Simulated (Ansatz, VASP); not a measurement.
**One calculation of C, two programs**

Contents of POSCAR:

```
C
1.0
    2.1130425595     -1.2200386853      0.0000000000
    2.1130425595      1.2200386853      0.0000000000
   -1.3698138511      0.0000000000      3.4793204435
C
2
Direct
    0.1666444700      0.1666444700      0.9999069600
    0.8333555300      0.8333555300      0.0000930400
```

Contents of INCAR.step1:

```
PREC = Accurate
ENCUT = 520
EDIFF = 1E-5
ISMEAR = -1
SIGMA = 0.05
LREAL = F
LASPH = T
NELM = 100
ALGO = Normal
ISIF = 2
LWAVE = T
LCHARG = F
GGA = PE
NBANDS = 11
```

Contents of INCAR.step2:

```
PREC = Accurate
ENCUT = 520
EDIFF = 1E-7
ISMEAR = -1
SIGMA = 0.05
LREAL = F
LASPH = T
NELM = 100
ALGO = Normal
ISIF = 2
LWAVE = F
LCHARG = F
GGA = PE
LHFCALC = T
AEXX = 0.25
PRECFOCK = Normal
ISTART = 1
NBANDS = 11
```

Contents of KPOINTS:

```
regular mesh
0
Gamma
  8 8 4
```

input

```
crystal:
  lattice:
    - [2.1130425595, -1.2200386853, 0.0]
    - [2.1130425595, 1.2200386853, 0.0]
    - [-1.3698138511, 0.0, 3.4793204435]
  atoms:
    - { symbol: C, position: [0.16664447, 0.16664447, 0.99990696] }
    - { symbol: C, position: [0.83335553, 0.83335553, 9.304e-05] }
hamiltonian:
  xc: pbe0
  pseudopotentials: { kind: paw }
kpoints:
  mp_grid: { grid: [8, 8, 4] }
scf:
  occupations: { method: fermi_dirac, width: 0.05 }
output:
  forces: true
  stress: true
  eigenvalues: true
```

Alike in both runs: task single point; functional PBE0; k mesh 8 × 8 × 4; occupations fermi-dirac, width 0.05 eV; no spin polarisation.

|  | VASP | Ansatz |
| --- | --- | --- |
| version | VASP 6.6.1 | Ansatz 0.2.0 |
| potentials or method | VASP PAW PBE potentials, release 64 (C) | Ansatz PAW |
| plane-wave cutoff (eV) | 520 | 420 |
| valence electrons in the cell | 8 | 8 |

Ansatz gave:

* gap on the k mesh at the Fermi level (eV): 2.66
* least direct gap on the mesh (eV): 2.66
* pressure (GPa): 3.8
* traceless stress, the component that is largest in VASP (GPa): -2.07
* rms of the force components (eV/Å): 0.005

Task: What did VASP give for the same quantities?

Result: gap on the k mesh at the Fermi level (eV): 2.72; least direct gap on the mesh (eV): 2.72; pressure (GPa): 4.3; traceless stress, the component that is largest in VASP (GPa): -2.79; rms of the force components (eV/Å): 0.005.

Atom by atom the forces differ by 0.000 eV/Å (rms over components). With one functional, cell and mesh, what is left measures potentials, basis and numerics.

The k mesh is coarse, so the values compare programs but aren't converged.
